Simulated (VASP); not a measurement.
Write the native input for VASP 6.6.1 that does the following.

- Task: single point
- Functional: PBEsol
- Potentials or basis: VASP PAW PBE potentials, release 64 (Mo_sv, Te)
- Cutoff: 500 eV
- k mesh: 4 × 4 × 4
- Occupations: methfessel-paxton, width 0.2 eV
- Spin: no spin polarisation
- Dipole correction: no
- Further INCAR settings: ALGO = Normal; EDIFF = 1e-06; NBANDS = 20

The structure of Te2Mo lies in POSCAR:

```
Te2Mo
1.0
    0.0000000000      3.3148317929      3.3148317929
    3.3148317929      0.0000000000      3.3148317929
    3.3148317929      3.3148317929      0.0000000000
Mo Te
1 2
Direct
    0.0000000000      0.0000000000      0.0000000000
    0.2500000000      0.2500000000      0.2500000000
    0.7500000000      0.7500000000      0.7500000000
```

One way to write it, as run:

INCAR

```
PREC = Accurate
ENCUT = 500
EDIFF = 1E-6
ISMEAR = 1
SIGMA = 0.2
LREAL = F
LASPH = T
NELM = 120
ALGO = Normal
ISIF = 2
LWAVE = F
LCHARG = T
GGA = PS
LELF = T
LVHAR = T
NBANDS = 20
GGA_COMPAT = F
```

KPOINTS

```
Automatic mesh
0
Gamma
  4 4 4
```

Potentials or basis: VASP PAW PBE potentials, release 64 (Mo_sv, Te).

Command:

```console
$ cat potpaw_PBE.64/Mo_sv/POTCAR potpaw_PBE.64/Te/POTCAR > POTCAR
$ mpirun -np 1 vasp_std > vasp.out
```

It gave:

The pressure is -2.1 GPa and the band gap on the k mesh is zero (band 13 reaches 8.95 eV, above the bottom of band 14 at 8.21 eV).

Caveat: the k points lie up to 0.41 Å⁻¹ apart; the PAW data sets were made with another functional, which shifts forces and pressure a little; spin-orbit coupling is left out, which moves the levels of the heavy elements.

Run time: 7 s on 1 thread of Intel(R) Xeon(R) 6975P-C (Granite Rapids), with other jobs on the host, peak memory 0.2 GiB.
